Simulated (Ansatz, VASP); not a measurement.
# One calculation of Au, two programs

```
Au
1.0
     0.00000    2.06457    2.06457
     2.06457    0.00000    2.06457
     2.06457    2.06457    0.00000
Au
1
Cartesian
  0.0000 0.0000 0.0000
```

Alike in both runs: task single point; functional PBE; k mesh 10 × 10 × 10; occupations fermi-dirac, width 0.02 eV; no spin polarisation.

```csv
,VASP,Ansatz
version,VASP 6.6.1,Ansatz 0.2.0
potentials or method,"VASP PAW PBE potentials, release 64 (Au)","plane waves, PAW"
plane-wave cutoff (eV),500,420
valence electrons in the cell,11,19
```

```tsv
	VASP	Ansatz	Ansatz less VASP
pressure (GPa)	3.4	3.6	+0.25
```

With one functional, cell and mesh, what is left measures potentials, basis and numerics. VASP's potentials hold 11 valence electrons a cell and Ansatz's 19, so a difference there can come from the potentials and not from the codes.

Neither program's run includes spin-orbit coupling.
